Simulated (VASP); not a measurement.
A run of VASP 6.6.1 is set up as follows.

The input INCAR:

```
PREC = Accurate ; ENCUT = 520
EDIFF = 1E-7 ; ISMEAR = -1
SIGMA = 0.01 ; LREAL = False
LASPH = True ; NELM = 60
ALGO = Normal ; ISIF = 2
LWAVE = False ; LCHARG = True
GGA = PE ; LELF = True
LVHAR = True ; NBANDS = 27
```

Contents of KPOINTS:

```
Automatic mesh
0
Gamma
  6 6 6
```

The input POSCAR:

```
Se
1.0
    5.5673798647      3.2143282635      1.4763300000
   -5.5673798647      3.2143282635      1.4763300000
    0.0000000000     -6.4286565271      1.4763300000
Se
6
Direct
    0.2806600000      0.1625100000      0.9181800000
    0.9181800000      0.2806600000      0.1625100000
    0.1625100000      0.9181800000      0.2806600000
    0.7193400000      0.8374900000      0.0818200000
    0.0818200000      0.7193400000      0.8374900000
    0.8374900000      0.0818200000      0.7193400000
```

Potentials or basis: VASP PAW PBE potentials, release 64 (Se).

Launch:

```sh
$ cat potpaw_PBE.64/Se/POTCAR > POTCAR
$ mpirun -np 1 vasp_std > vasp.out
```

What does it give for the band gap on the k mesh?

1.41 eV, indirect (least direct gap 1.62 eV).

Predict the largest force.

1.111 eV/Å.

Predict the pressure.

6.0 GPa.

Forces in eV/Å, atoms in the order of the input:
```
Se   0.295  0.798  0.715
Se  -0.839 -0.144  0.715
Se   0.544 -0.655  0.715
Se  -0.295 -0.798 -0.715
Se   0.839  0.144 -0.715
Se  -0.544  0.655 -0.715
```

Caveat: the cell differs from its parent crystal (equal xx and yy strain of -2 %); forces of over 1 eV/Å act on the atoms, so gaps and moduli don't describe the material at rest. A k mesh can miss the band edges.
